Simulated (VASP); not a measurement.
# Al (Fm-3m) in VASP: further runs

Runs on Al. Level: RPBE. Tasks: single point, relaxation of cell and atoms.

All numbers are computed with VASP 6.6.1; they aren't measurements. Logs are shortened: lines on timing, memory, paths and dates and some standing lists are left out, and cuts for length are marked.

## (1) The cell of the first run

The structure is cubic, space group Fm-3m (No. 225). Conventional cell: a = 4.066 Å, b = 4.066 Å, c = 4.066 Å, α = 90.00°, β = 90.00°, γ = 90.00°. Al (site symmetry m-3m) has 12 Al at 2.88 Å within 3.8 Å.

## (2) Single point, RPBE

The input, INCAR:

```
SYSTEM = Al
PREC = Accurate ; ENCUT = 520
EDIFF = 1E-7 ; ISMEAR = 0
SIGMA = 0.1 ; LREAL = .False.
LASPH = .True. ; NELM = 60
ALGO = Normal ; ISIF = 2
LWAVE = .False. ; LCHARG = .True.
GGA = RP ; LELF = .True.
LVHAR = .True. ; NBANDS = 8
```

The input, KPOINTS:

```
Automatic mesh
0
Gamma
  18 18 18
  0 0 0
```

The input, POSCAR:

```
Al
1.0
    0.0000000000      2.0331100191      2.0331100191
    2.0331100191      0.0000000000      2.0331100191
    2.0331100191      2.0331100191      0.0000000000
Al
1
Direct
    0.0000000000      0.0000000000      0.0000000000
```

Potentials or basis: VASP PAW PBE potentials, release 64 (Al).

Launch:

```sh
cat potpaw_PBE.64/Al/POTCAR > POTCAR
mpirun -np 1 vasp_std > vasp.out
```

OUTCAR:

```text
SYSTEM = Al
   PREC = Accurate
   ENCUT = 520
   EDIFF = 1E-7
   ISMEAR = 0
   LREAL = .False.
   LASPH = .True.
   NELM = 60
   ISIF = 2
   GGA = RP

 ion  position               nearest neighbor table
   1  0.000  0.000  0.000-

  LATTYP: Found a face centered cubic cell.
 ALAT       =     4.0662200382

  Lattice vectors:

 A1 = (   0.0000000000,   2.0331100191,   2.0331100191)
 A2 = (   2.0331100191,   0.0000000000,   2.0331100191)
 A3 = (   2.0331100191,   2.0331100191,   0.0000000000)

Analysis of symmetry for initial positions (statically):
=====================================================================
 Subroutine PRICEL returns:
 Original cell was already a primitive cell.

 Routine SETGRP: Setting up the symmetry group for a
 face centered cubic supercell.

 Subroutine GETGRP returns: Found 48 space group operations
 (whereof 48 operations were pure point group operations)
 out of a pool of 48 trial point group operations.

The static configuration has the point symmetry O_h .

Analysis of symmetry for dynamics (positions and initial velocities):
=====================================================================
 Subroutine PRICEL returns:
 Original cell was already a primitive cell.

 Routine SETGRP: Setting up the symmetry group for a
 face centered cubic supercell.

 Subroutine GETGRP returns: Found 48 space group operations
 (whereof 48 operations were pure point group operations)
 out of a pool of 48 trial point group operations.

The dynamic configuration has the point symmetry O_h .

 Subroutine INISYM returns: Found 48 space group operations
 (whereof 48 operations are pure point group operations),
 and found     1 'primitive' translations

----------------------------------------------------------------------------------------

                                     Primitive cell

  volume of cell :      16.8079

  direct lattice vectors                    reciprocal lattice vectors
     0.000000000  2.033110019  2.033110019    -0.245928649  0.245928649  0.245928649
     2.033110019  0.000000000  2.033110019     0.245928649 -0.245928649  0.245928649
     2.033110019  2.033110019  0.000000000     0.245928649  0.245928649 -0.245928649

  length of vectors
     2.875251763  2.875251763  2.875251763     0.425960915  0.425960915  0.425960915

  position of ions in fractional coordinates (direct lattice)
     0.000000000  0.000000000  0.000000000

  ion indices of the primitive-cell ions
   primitive index   ion index
                 1           1

[... 70 lines left out ...]
   NELM   =     60;   NELMIN=  2; NELMDL= -5     # of ELM steps
   EDIFF  = 0.1E-06   stopping-criterion for ELM
   LREAL  =      F    real-space projection
   EDIFFG = 0.1E-05   stopping-criterion for IOM
   NSW    =      0    number of steps for IOM
   IBRION =     -1    ionic relax: 0-MD 1-quasi-New 2-CG
   NFREE  =      0    steps in history (QN), initial steepest desc. (CG)
   ISIF   =      2    stress and relaxation
   ISYM   =      2    0-nonsym 1-usesym 2-fastsym
   POTIM  = 0.5000    time-step for ionic-motion
   TEBEG  =    0.0;   TEEND  =   0.0 temperature during run
   PSTRESS=    0.0 pullay stress
   NELECT =       3.0000    total number of electrons
   NUPDOWN=      -1.0000    fix difference up-down
   EMIN   =  10.00;   EMAX   =-10.00  energy-range for DOS
   EFERMI =   0.00;   METHOD = LEGACY
   ISMEAR =     0;   SIGMA  =   0.10  broadening in eV -4-tet -1-fermi 0-gaus
   EFERMI_NEDOS =   21; number of points for ismear=-14 and -15
   IALGO  =     38    algorithm
   IMIX   =      4    mixing-type and parameters
     AMIX     =   0.40;   BMIX     =  1.00
     AMIX_MAG =   1.60;   BMIX_MAG =  1.00
  volume/ion in A,a.u.               =      16.81       113.43
  Fermi-wavevector in a.u.,A,eV,Ry     =   0.921746  1.741846 11.559711  0.849615
  Thomas-Fermi vector in A             =   2.047196
   LORBIT       =      0    0 simple, 1 ext, 2 COOP (PROOUT), +10 PAW based schemes
   GGA     = RP    functional components
   LHFCALC =     F    Hartree Fock is set to
   AEXX    =    0.0000 exact exchange contribution
   IVDW    =     0    specifies the selected vdW correction
   LEPSILON=     F    determine dielectric tensor
   LRPA    =     F    only Hartree local field effects (RPA)
 non-spin polarized calculation
 Gauss-broadening in eV      SIGMA  =   0.10
  energy-cutoff  :      520.00
  volume of cell :       16.81
 maximum number of plane-waves:       467
 NGX is ok and might be reduce to    24
   NGX = 11   NGY = 11   NGZ = 11

 number of electron       3.0000000 magnetization

 Free energy of the ion-electron system (eV)
  ---------------------------------------------------
  ext. energy  EPLUGINS =         0.00000000
  ---------------------------------------------------
  free energy    TOTEN  =        -3.50650326 eV

  energy without entropy =       -3.50357308  energy(sigma->0) =       -3.50503817

 E-fermi :   7.8952     XC(G=0): -10.0740

 val. band max:        7.8892848730   @ k =  -0.2778   0.2778   0.0556
 cond. band min:       7.8995390403   @ k =  -0.2778   0.5000   0.2222
 fundamental gap:      0.0102541673
 Fermi energy:         7.8951896321

 k-point     1 :       0.0000    0.0000    0.0000
  band No.  band energies     occupation
      1      -3.1076      2.00000
      2      20.3982      0.00000
      3      20.3982      0.00000
      4      20.3982      0.00000
      5      21.8803      0.00000
      6      21.8803      0.00000
      7      21.8803      0.00000
      8      24.1609      0.00000
[... 243 lines left out ...]
 k-point    24 :      -0.2222    0.0556    0.0000
  band No.  band energies     occupation
      1      -1.4855      2.00000
      2      11.7050      0.00000
      3      17.0947      0.00000
      4      19.9204      0.00000
      5      21.6504      0.00000
      6      22.6718      0.00000
      7      23.1303      0.00000
      8      25.3121      0.00000

 [... further k-points ...]
[... 5 lines left out ...]
  --------------------------------------------------------------------------------------
  -------------------------------------------------------------------------------------
  Total       -0.0192689     -0.0192689     -0.0192689      0.0000000     -0.0000000      0.0000000
  in kB       -1.8367720     -1.8367720     -1.8367720      0.0000000     -0.0000000      0.0000000
  external PRESSURE =      -1.8367720 kB  Pullay stress =       0.0000000 kB

 VOLUME and BASIS-vectors are now :
 -----------------------------------------------------------------------------
  energy-cutoff  :      520.00
  volume of cell :       16.81
      direct lattice vectors                 reciprocal lattice vectors
     0.000000000  2.033110019  2.033110019    -0.245928649  0.245928649  0.245928649
     2.033110019  0.000000000  2.033110019     0.245928649 -0.245928649  0.245928649
     2.033110019  2.033110019  0.000000000     0.245928649  0.245928649 -0.245928649

 POSITION                                       TOTAL-FORCE (eV/Angst)
 -----------------------------------------------------------------------------------
      0.00000      0.00000      0.00000         0.000000      0.000000      0.000000
 -----------------------------------------------------------------------------------
    total drift:                                0.000000     -0.000000     -0.000000

  FREE ENERGIE OF THE ION-ELECTRON SYSTEM (eV)
  ---------------------------------------------------
  free  energy   TOTEN  =        -3.5065032623 eV

  energy  without entropy=       -3.5035730772  energy(sigma->0) =       -3.50503817
```

stdout:

```text
POSCAR found type information on POSCAR Al
 POSCAR found :  1 types and       1 ions
 scaLAPACK will be used
 -----------------------------------------------------------------------------
|                                                                             |
|                                                                             |
|     You enforced a specific xc type in the INCAR file but a different       |
|     I HOPE YOU KNOW WHAT YOU ARE DOING!                                     |
|                                                                             |
 -----------------------------------------------------------------------------

 LDA part: xc-table for (Slater+PW92), standard interpolation
 POSCAR, INCAR and KPOINTS ok, starting setup
 FFT: planning ... GRIDC
 FFT: planning ... GRID_SOFT
 FFT: planning ... GRID
 WAVECAR not read
 entering main loop
```

Run time: 16 s. Hardware: 1 thread of Intel Xeon Platinum 8488C (Sapphire Rapids), shared host; peak memory 0.14 GiB.

What came out:

```
Free energy : -3.5065 eV
Pressure    : -0.2 GPa
```

Caveat: the PAW data sets were made with another functional, which shifts forces and pressure a little.

## (3) Relaxation of cell and atoms, RPBE

This run uses another cell than the first one, of 16.60 Å³/atom, 0.988 times its volume.

The input, INCAR:

```
  PREC = Accurate
  ENCUT = 600
  EDIFF = 1E-6
  ISMEAR = 0
  SIGMA = 0.1
  LREAL = False
  LASPH = True
  NELM = 80
  ALGO = Fast
  ISIF = 3
  LWAVE = False
  LCHARG = False
  GGA = RP
  IBRION = 2
  NSW = 100
  EDIFFG = -0.005
```

The input, KPOINTS:

```
regular mesh
0
Gamma
  18 18 18
```

The input, POSCAR:

```
Al
1.0
    0.0000000000      2.0248050000      2.0248050000
    2.0248050000      0.0000000000      2.0248050000
    2.0248050000      2.0248050000      0.0000000000
Al
1
Direct
    0.0000000000      0.0000000000      0.0000000000
```

Potentials or basis: VASP PAW PBE potentials, release 64 (Al).

Launch:

```sh
cat potpaw_PBE.64/Al/POTCAR > POTCAR
mpirun -np 1 vasp_std > vasp.out
```

Wall time 16 s (1 thread of Intel Xeon Platinum 8488C (Sapphire Rapids), shared host); peak memory 0.15 GiB.

The run converged. Its results:

```yaml
Free_energy: -3.5067 eV
Relaxed_volume: 16.77 Å³/atom
Relaxed_cell: a = 2.873 Å, b = 2.873 Å, c = 2.873 Å, α = 60.00°, β = 60.00°, γ = 60.00°
Space_group_after_relaxing_to_0.05_Å: Fm-3m (No. 225)
Energy_gained_by_relaxing: 0.4 meV/atom
Ionic_steps: 3
Pressure_after_relaxing: 0.0 GPa
```

Step by step:
| step | energy change (eV) | largest force (eV/Å) | pressure (GPa) | volume (Å³) |
| --- | --- | --- | --- | --- |
| 1 | 0.0000 | 0.0000 | 0.75 | 16.60 |
| 2 | -0.0004 | 0.0000 | -0.10 | 16.79 |
| 3 | -0.0004 | 0.0000 | 0.00 | 16.77 |

Final structure:
```yaml
crystal:
  lattice:
    - [0.00000, 2.03144, 2.03144]
    - [2.03144, 0.00000, 2.03144]
    - [2.03144, 2.03144, 0.00000]
  atoms:
    - { symbol: Al, position: [0.00000, 0.00000, 0.00000] }
```

Levels at points of the mesh, in eV from the Fermi level:
```
           k point  band 1  band 2  band 3  band 4
(0.00, 0.00, 0.00)  -11.02   12.52   12.52   12.52
(0.50, 0.00, 0.00)   -4.54   -4.33   11.33   11.34
(0.50, 0.50, 0.00)   -2.89   -1.57    5.22    5.56
```

Caveat: the PAW data sets were made with another functional, which shifts forces and pressure a little.
